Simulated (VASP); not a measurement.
MgF2, 6 atoms in the cell. The structure is tetragonal, space group P4_2/mnm (No. 136). Conventional cell: a = 4.807 Å, b = 4.807 Å, c = 3.168 Å, α = 90.00°, β = 90.00°, γ = 90.00°. Mg (site symmetry mmm) has 6 F at 2.06 to 2.08 Å within 2.7 Å. F (site symmetry m2m) has 3 Mg at 2.06 to 2.08 Å and 1 F at 2.64 Å within 2.7 Å.  This cell differs from its parent crystal: strain +4.0%.

* Program: VASP 6.6.1
* Task: single point
* Functional: r2SCAN
* Potentials or basis: VASP PAW PBE potentials, release 64 (Mg, F)
* Cutoff: 660 eV
* k mesh: 6 × 6 × 8
* Occupations: gaussian, width 0.01 eV
* Spin: no spin polarisation
* Dipole correction: no
* Further INCAR settings: ALGO = Normal; EDIFF = 1e-06; NBANDS = 25

Potentials or basis: VASP PAW PBE potentials, release 64 (Mg, F).

Launch:

```console
$ cat potpaw_PBE.64/Mg/POTCAR potpaw_PBE.64/F/POTCAR > POTCAR
$ cp INCAR.step1 INCAR
$ mpirun -np 1 vasp_std > vasp.out
$ cp INCAR.step2 INCAR
$ mpirun -np 1 vasp_std > vasp.out
```

Hardware: 1 thread of Intel(R) Xeon(R) Platinum 8259CL CPU @ 2.50GHz (Skylake/Cascade Lake), with other jobs on the host.

Q: How long does it take, and how much memory?

A: It took 4.7 min on 1 thread of Intel(R) Xeon(R) Platinum 8259CL CPU @ 2.50GHz (Skylake/Cascade Lake), on a shared host, peak memory 0.28 GiB. Counts: k points 50.
